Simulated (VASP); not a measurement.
Al2GaAs3, 6 atoms in the cell. It takes space group P3m1 (No. 156, trigonal). The conventional cell has a = 4.014 Å, b = 4.014 Å, c = 9.820 Å, α = 90.00°, β = 90.00°, γ = 120.00°. Al (site symmetry 3m) has 4 As at 2.46 Å within 3.2 Å. Al (site symmetry 3m) has 4 As at 2.45 to 2.46 Å within 3.2 Å. Within 3.2 Å of Ga (site symmetry 3m) lie 4 As at 2.46 Å. As (site symmetry 3m) has 4 Al at 2.46 Å within 3.2 Å. As (site symmetry 3m) has 3 Al at 2.45 Å and 1 Ga at 2.46 Å within 3.2 Å. Within 3.2 Å of As (site symmetry 3m) lie 1 Al at 2.46 Å and 3 Ga at 2.46 Å. 

| Item | Value |
| --- | --- |
| Program | VASP 6.6.1 |
| Task | single point |
| Functional | PBE |
| Potentials or basis | VASP PAW PBE potentials, release 64 (Al, Ga_d, As) |
| Cutoff | 500 eV |
| k mesh | 12 × 12 × 4 |
| Occupations | fermi-dirac, width 0.02 eV |
| Spin | non-collinear spin, zero start, spin-orbit coupling |
| Starting moments | [[0.0, 0.0, 0.0], [0.0, 0.0, 0.0], [0.0, 0.0, 0.0], [0.0, 0.0, 0.0], [0.0, 0.0, 0.0], [0.0, 0.0, 0.0]] μB |
| Dipole correction | no |
| Further INCAR settings | ALGO = Normal; EDIFF = 1e-06; NBANDS = 50 |

Potentials or basis: VASP PAW PBE potentials, release 64 (Al, Ga_d, As).

The run is started by

```sh
$ cat potpaw_PBE.64/Al/POTCAR potpaw_PBE.64/Ga_d/POTCAR potpaw_PBE.64/As/POTCAR > POTCAR
$ mpirun -np 4 vasp_ncl > vasp.out
```

Hardware: 4 MPI ranks on Intel(R) Xeon(R) Platinum 8259CL CPU @ 2.50GHz (Skylake/Cascade Lake) (shared host).

Q: How long does it take, and how much memory?

A: It took 7.7 min on 4 MPI ranks on Intel(R) Xeon(R) Platinum 8259CL CPU @ 2.50GHz (Skylake/Cascade Lake), on a shared host, peak memory 1.3 GiB a rank. Counts: scf iterations 15, k points 124.
